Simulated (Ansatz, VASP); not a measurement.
## MoS2 in VASP and in Ansatz

```
CELL_PARAMETERS angstrom
3.14064 0.00000 0.00000
-1.57032 2.71987 0.00000
0.00000 0.00000 12.52266
ATOMIC_POSITIONS crystal
Mo 0.33333 0.66667 0.25000
Mo 0.66667 0.33333 0.75000
S 0.33333 0.66667 0.62545
S 0.66667 0.33333 0.12545
S 0.33333 0.66667 0.87455
S 0.66667 0.33333 0.37455
```

Alike in both runs: functional PBEsol; k mesh 6 × 6 × 2; occupations gaussian, width 0.1 eV; no spin polarisation.

Ansatz relaxed the structure, and its values are those at the end. VASP's run is a single point on that final structure, the one shown.

|  | VASP | Ansatz |
| --- | --- | --- |
| version | VASP 6.6.1 | Ansatz 0.2.0 |
| potentials or method | VASP PAW PBE potentials, release 64 (Mo_sv, S), cutoff 520 eV | scalar-relativistic, plane waves, PAW |
| valence electrons in the cell | 52 | 52 |

Ansatz gave:

| Property | Result |
| --- | --- |
| gap on the k mesh at the Fermi level (eV) | 0.96 |
| least direct gap on the mesh (eV) | 1.74 |
| pressure (GPa) | 0.0 |

Question: What did VASP give for the same quantities?

Answer: gap on the k mesh at the Fermi level (eV): 0.97; least direct gap on the mesh (eV): 1.74; pressure (GPa): 0.0.

VASP's potentials were made for PBE, not for PBEsol.
